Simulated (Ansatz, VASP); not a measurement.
# Be in VASP and in Ansatz

Contents of INCAR:

```
PREC     = Accurate       # precision mode
ENCUT    = 600            # plane-wave cutoff, eV
EDIFF    = 1E-6           # SCF threshold, eV
ISMEAR   = 0              # smearing method
SIGMA    = 0.1            # smearing width, eV
LREAL    = F              # projectors in reciprocal space
LASPH    = T              # aspherical terms in the spheres
NELM     = 100            # most SCF steps
ALGO     = Fast           # electronic algorithm
ISIF     = 3              # what is computed and relaxed
LWAVE    = F              # write WAVECAR
LCHARG   = F              # write CHGCAR
GGA      = PE             # functional
IBRION   = 2              # ionic algorithm
NSW      = 80             # ionic steps
EDIFFG   = -0.01          # ionic threshold
```

Contents of KPOINTS:

```
regular mesh
0
Gamma
  26 26 26
```

The input POSCAR:

```
Be
1.0
   -1.1167395519      1.1163339017      1.5790212851
    1.1167395519     -1.1163339017      1.5790212851
    1.1167395519      1.1163339017     -1.5790212851
Be
1
Direct
    0.5000000000      0.5000000000      0.0000000000
```

Input for Ansatz:

```yaml
crystal:
  lattice:
    - [-1.1167395519, 1.1163339017, 1.5790212851]
    - [1.1167395519, -1.1163339017, 1.5790212851]
    - [1.1167395519, 1.1163339017, -1.5790212851]
  atoms:
    - { symbol: Be, position: [0.5, 0.5, 0.0] }
basis:
  ecutwfc: 420
kpoints:
  mp_grid: { grid: [26, 26, 26] }
hamiltonian:
  xc: pbe
scf:
  occupations: { method: gaussian, width: 0.1 }
output:
  forces: true
  stress: true
  eigenvalues: true
relax:
  adjacent_minimum: "off"
  f_tol: 0.01
  max_steps: 60
  cell: { stress_tol: 0.1 }
```

Alike in both runs: task relaxation of cell and atoms; functional PBE; k mesh 26 × 26 × 26; occupations gaussian, width 0.1 eV; no spin polarisation.

|  | VASP | Ansatz |
| --- | --- | --- |
| version | VASP 6.6.1 | Ansatz 0.2.0 |
| potentials or method | VASP PAW PBE potentials, release 64 (Be), cutoff 600 eV | scalar-relativistic, plane waves, PAW |
| valence electrons in the cell | 2 | 2 |

|  | VASP | Ansatz | Ansatz less VASP |
| --- | --- | --- | --- |
| gap on the k mesh at the Fermi level, each at its own relaxed structure (eV) | none | none | - |
| relaxed volume (Å³/atom) | 7.87 | 7.87 | -0.002 |
| relaxed cell length with the largest relative difference (Å) | 2.233 | 2.233 | -0.0002 |

A gap of «none» marks a metal or a gap that the smearing closes.

Noted on VASP's run: the relaxation stopped at its first step, so nothing moved.
